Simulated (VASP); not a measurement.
The system is CaZn5.

```
Ca Zn
1.0
     5.30702    0.00000    0.00000
    -2.65351    4.59601    0.00000
     0.00000    0.00000    4.19445
Ca Zn
1 5
Cartesian
  0.0000 0.0000 0.0000
  2.6535 0.0000 2.0972
  1.3268 2.2980 2.0972
  -1.3268 2.2980 2.0972
  0.0000 3.0640 0.0000
  2.6535 1.5320 0.0000
```

Base run:

| Quantity | Value |
| --- | --- |
| Program | VASP 6.6.1 |
| Functional | LDA |
| Potentials or basis | VASP PAW LDA potentials, release 64 (Ca_sv, Zn) |
| Cutoff | 500 eV |
| k mesh | 5 × 5 × 5 |
| Occupations | methfessel-paxton, width 0.15 eV |
| Spin | no spin polarisation |

Its results: band gap on the k mesh zero (bands 35 and 36 overlap by 1.50 eV); pressure -4.2 GPa.

**Question.** The run is repeated on the same cell with these changes: k mesh from 5 × 5 × 5 to 4 × 4 × 4. What comes out?

**Answer.** Band gap on the k mesh zero (bands 35 and 36 overlap by 2.05 eV); pressure -4.6 GPa.

Caveats: some runs use coarse meshes; the cell stands under tension (at least some runs).
